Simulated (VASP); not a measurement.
# GaN (P6_3mc) in VASP: dielectric tensor with r2SCAN

Aim: the dielectric tensor of GaN with r2SCAN.

Program: VASP 6.6.1. These are calculated values, not measurements. Logs are shortened: lines on timing, memory, paths and dates and some standing lists are left out, and cuts for length are marked.

### Step 1. The cell of the first run

It takes space group P6_3mc (No. 186, hexagonal). The conventional cell has a = 3.088 Å, b = 3.088 Å, c = 5.028 Å, α = 90.00°, β = 90.00°, γ = 120.00°. Within 2.5 Å of Ga (site symmetry 3m) lie 4 N at 1.89 Å. Within 2.5 Å of N (site symmetry 3m) lie 4 Ga at 1.89 Å.

### Step 2. Dielectric tensor, r2SCAN (strain -3.0%)

The input, INCAR:

```
SYSTEM = GaN
PREC = Accurate ; ENCUT = 520
EDIFF = 1E-8 ; ISMEAR = 0
SIGMA = 0.01 ; LREAL = .FALSE.
LASPH = .TRUE. ; NELM = 60
ALGO = Normal ; ISIF = 2
LWAVE = .FALSE. ; LCHARG = .FALSE.
METAGGA = R2SCAN ; LMIXTAU = .TRUE.
LCALCEPS = .TRUE.
```

The input, KPOINTS:

```
Automatic mesh
0
G
  9 9 4
  0 0 0
```

The input, POSCAR:

```
GaN
1.0
    3.0876548948      0.0000000000      0.0000000000
   -1.5438274474      2.6739875771      0.0000000000
    0.0000000000      0.0000000000      5.0281164724
Ga N
2 2
Direct
    0.3333333333      0.6666666667     -0.0007689437
    0.6666666667      0.3333333333      0.4992310563
    0.3333333333      0.6666666667      0.3757689437
    0.6666666667      0.3333333333      0.8757689437
```

Potentials or basis: VASP PAW PBE potentials, release 64 (Ga_d, N).

The run is started by

```sh
> cat potpaw_PBE.64/Ga_d/POTCAR potpaw_PBE.64/N/POTCAR > POTCAR
> mpirun -np 1 vasp_std > vasp.out
```

OUTCAR:

```text
SYSTEM = GaN
   PREC = Accurate
   ENCUT = 520
   EDIFF = 1E-8
   ISMEAR = 0
   LREAL = .FALSE.
   LASPH = .TRUE.
   NELM = 60
   ISIF = 2
   METAGGA = R2SCAN

 ion  position               nearest neighbor table
   1  0.333  0.667  0.999-   4 1.89   4 1.89   4 1.89   3 1.89
   2  0.667  0.333  0.499-   3 1.89   3 1.89   3 1.89   4 1.89
   3  0.333  0.667  0.376-   2 1.89   2 1.89   2 1.89   1 1.89
   4  0.667  0.333  0.876-   1 1.89   1 1.89   1 1.89   2 1.89

  LATTYP: Found a hexagonal cell.
 ALAT       =     3.0876548948
 C/A-ratio  =     1.6284580511

  Lattice vectors:

 A1 = (   3.0876548948,   0.0000000000,   0.0000000000)
 A2 = (  -1.5438274474,   2.6739875771,   0.0000000000)
 A3 = (   0.0000000000,   0.0000000000,   5.0281164724)

Analysis of symmetry for initial positions (statically):
=====================================================================
 Subroutine PRICEL returns:
 Original cell was already a primitive cell.

 Routine SETGRP: Setting up the symmetry group for a
 hexagonal supercell.

 Subroutine GETGRP returns: Found 12 space group operations
 (whereof  6 operations were pure point group operations)
 out of a pool of 24 trial point group operations.

The static configuration has the point symmetry C_3v.
 The point group associated with its full space group is C_6v.

Analysis of symmetry for dynamics (positions and initial velocities):
=====================================================================
 Subroutine PRICEL returns:
 Original cell was already a primitive cell.

 Routine SETGRP: Setting up the symmetry group for a
 hexagonal supercell.

 Subroutine GETGRP returns: Found 12 space group operations
 (whereof  6 operations were pure point group operations)
 out of a pool of 24 trial point group operations.

The dynamic configuration has the point symmetry C_3v.
 The point group associated with its full space group is C_6v.

 Subroutine INISYM returns: Found 12 space group operations
 (whereof  6 operations are pure point group operations),
 and found     1 'primitive' translations

----------------------------------------------------------------------------------------

                                     Primitive cell

  volume of cell :      41.5139
[... 139 lines left out ...]
  free energy    TOTEN  =       -43.58584676 eV

  energy without entropy =      -43.58584676  energy(sigma->0) =      -43.58584676

 E-fermi :   6.2097     XC(G=0): -13.2139

 val. band max:        6.1523641307   @ k =   0.0000   0.0000   0.0000
 cond. band min:   10000.0000000000   @ k =   0.0000   0.0000   0.0000
 fundamental gap:   9993.8476358693
 Fermi energy:         6.2097455434

 k-point     1 :       0.0000    0.0000    0.0000
  band No.  band energies     occupation
      1     -11.5035      2.00000
      2     -10.2165      2.00000
      3      -7.7832      2.00000
      4      -7.7639      2.00000
      5      -7.7639      2.00000
      6      -7.6739      2.00000
[... 589 lines left out ...]
     21   10000.0000      0.00000
     22   10000.0000      0.00000

 [... further k-points ...]

------------------------ aborting loop because EDIFF is reached ----------------------------------------

            Ionic dipole moment: p[ion]=(     0.00000     0.00000    38.90604 ) |e| Angst

 Total electronic dipole moment: p[elc]=(    -0.00000     0.00000     5.01861 ) |e| Angst

 MACROSCOPIC STATIC DIELECTRIC TENSOR (including local field effects)
 ------------------------------------------------------
           4.981669    -0.000000     0.000000
           0.000000     4.981669     0.000000
           0.000000     0.000000     5.117304
 ------------------------------------------------------

 PIEZOELECTRIC TENSOR (including local field effects) (e Angst)
          XX          YY          ZZ          XY          YZ          ZX
  --------------------------------------------------------------------------------
  x     0.00000    -0.00000     0.00000    -0.00000    -0.00000     1.42517
  y     0.00000     0.00000     0.00000     0.00000     1.42504    -0.00000
  z     1.24408     1.24408    -2.53415    -0.00000     0.00000     0.00000

 PIEZOELECTRIC TENSOR (including local field effects) (C/m^2)
          XX          YY          ZZ          XY          YZ          ZX
  --------------------------------------------------------------------------------
  x     0.00000    -0.00000     0.00000    -0.00000    -0.00000     0.55003
  y     0.00000     0.00000     0.00000     0.00000     0.54998    -0.00000
  z     0.48014     0.48014    -0.97802    -0.00000     0.00000     0.00000

 BORN EFFECTIVE CHARGES (including local field effects) (in |e|, cummulative output)
 ---------------------------------------------------------------------------------
 ion    1
    1     2.58538     0.00000     0.00000
    2     0.00000     2.58538    -0.00000
    3     0.00000    -0.00000     2.71101
 ion    2
    1     2.58538     0.00000     0.00000
    2     0.00000     2.58538     0.00000
    3    -0.00000     0.00000     2.71101
 ion    3
    1    -2.58538     0.00000     0.00000
    2     0.00000    -2.58538     0.00000
    3    -0.00000     0.00000    -2.71101
 ion    4
    1    -2.58538     0.00000     0.00000
    2    -0.00000    -2.58538     0.00000
    3    -0.00000     0.00000    -2.71101

  FORCE on cell =-STRESS in cart. coord.  units (eV):
  Direction    XX          YY          ZZ          XY          YZ          ZX
  --------------------------------------------------------------------------------------
  -------------------------------------------------------------------------------------
  Total        6.0338734      6.0338734      6.0543921      0.0000000      0.0000000     -0.0000000
  in kB      232.8698743    232.8698743    233.6617675      0.0000000      0.0000000     -0.0000000
  external PRESSURE =     233.1338387 kB  Pullay stress =       0.0000000 kB

 VOLUME and BASIS-vectors are now :
 -----------------------------------------------------------------------------
  energy-cutoff  :      520.00
  volume of cell :       41.51
      direct lattice vectors                 reciprocal lattice vectors
     3.087654895  0.000000000  0.000000000     0.323870392  0.186986658  0.000000000
    -1.543827447  2.673987577  0.000000000     0.000000000  0.373973316  0.000000000
     0.000000000  0.000000000  5.028116472     0.000000000  0.000000000  0.198881630

 POSITION                                       TOTAL-FORCE (eV/Angst)
 -----------------------------------------------------------------------------------
     -0.00000      1.78266      5.02425        -0.000000     -0.000000      0.002794
      1.54383      0.89133      2.51019        -0.000000      0.000000      0.002794
     -0.00000      1.78266      1.88941         0.000000      0.000000     -0.002794
      1.54383      0.89133      4.40347         0.000000     -0.000000     -0.002794
 -----------------------------------------------------------------------------------
    total drift:                                0.000002      0.000003      0.014099

  FREE ENERGIE OF THE ION-ELECTRON SYSTEM (eV)
  ---------------------------------------------------
  free  energy   TOTEN  =       -43.5858467622 eV

  energy  without entropy=      -43.5858467622  energy(sigma->0) =      -43.58584676
```

stdout:

```text
POSCAR found type information on POSCAR GaN
 POSCAR found :  2 types and       4 ions
 scaLAPACK will be used
 -----------------------------------------------------------------------------
|                                                                             |
[... 104 lines left out ...]
dp_tot=( -0.926E-08  0.780E-08  0.945E-02 )  diag[e(oo)]=(    ---      ---    5.11765 )
 p_tot=( -0.415E-10  0.374E-09  0.439E+02 )
dp_tot=( -0.937E-08  0.770E-08  0.944E-02 )  diag[e(oo)]=(    ---      ---    5.11560 )
 p_tot=( -0.110E-09  0.299E-09  0.439E+02 )
dp_tot=( -0.944E-08  0.762E-08  0.944E-02 )  diag[e(oo)]=(    ---      ---    5.11604 )
 final diagonalization full
 p_tot=( -0.143E-09  0.250E-09  0.439E+02 )
dp_tot=( -0.947E-08  0.757E-08  0.945E-02 )  diag[e(oo)]=(    ---      ---    5.11730 )
```

Wall time 1.5 h (1 thread of Intel Xeon 8259CL, shared host); peak memory 0.65 GiB.

What came out:

| Property | Result |
| --- | --- |
| Band gap on the k mesh | 2.98 eV |
| Electronic dielectric tensor (diagonal) | 4.98, 4.98, 5.12 |
| Born charges (mean of the diagonal) | Ga +2.63; N -2.63 e |

Levels at points of the mesh, in eV from the valence-band top:
```
           k point  band 14  band 15  band 16  band 17  band 18  band 19  band 20  band 21  band 22
(0.00, 0.00, 0.00)    -1.19    -1.19    -0.05     0.00     0.00     2.98     5.45    10.52    11.14
(0.00, 0.00, 0.50)    -4.12    -0.61    -0.61    -0.61    -0.61     5.39     5.39     9.70     9.70
```

Electronic dielectric tensor:
```
4.98 0.00 0.00
0.00 4.98 0.00
0.00 0.00 5.12
```

Born effective charge tensors (e):
atom 1, Ga
```
2.59 0.00 0.00
0.00 2.59 0.00
0.00 0.00 2.71
```
atom 2, Ga
```
2.59 0.00 0.00
0.00 2.59 0.00
0.00 0.00 2.71
```
atom 3, N
```
-2.59  0.00  0.00
 0.00 -2.59  0.00
 0.00  0.00 -2.71
```
atom 4, N
```
-2.59  0.00  0.00
 0.00 -2.59  0.00
 0.00  0.00 -2.71
```

Dipole moments of the cell (e·Å, modulo the quantum): ionic 0.000, 0.000, 38.906; electronic 0.000, 0.000, 5.019

Caveat: the cell differs from its parent crystal (strain -3.0%); the PAW data sets were made with another functional, which shifts forces and pressure a little.
